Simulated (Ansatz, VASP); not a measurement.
**Two plane-wave programs on Zn**

```
Zn
1.0
     4.29606    0.00000    0.00000
    -2.14803    3.72049    0.00000
     0.00000    0.00000    4.64234
Zn
4
Direct
  0.00000 0.00000 0.25000
  0.00000 0.00000 0.75000
  0.33333 0.66667 0.75000
  0.66667 0.33333 0.25000
```

Alike in both runs: task relaxation of cell and atoms; functional PBEsol; k mesh 12 × 12 × 10; occupations gaussian, width 0.1 eV; no spin polarisation.

```csv
,VASP,Ansatz
version,VASP 6.6.1,Ansatz 0.2.0
potentials or method,"VASP PAW PBE potentials, release 64 (Zn), cutoff 600 eV","scalar-relativistic, plane waves, PAW"
valence electrons in the cell,48,48
```

|  | VASP | Ansatz | Ansatz less VASP |
| --- | --- | --- | --- |
| gap on the k mesh at the Fermi level, each at its own relaxed structure (eV) | none | none | - |
| relaxed volume (Å³/atom) | 18.59 | 18.51 | -0.079 |
| relaxed length of the cell vector where the two differ most in proportion (Å) | 4.674 | 4.667 | -0.0076 |

VASP's potentials were made for PBE, not for PBEsol. A gap of «none» marks a metal or a gap that the smearing closes.
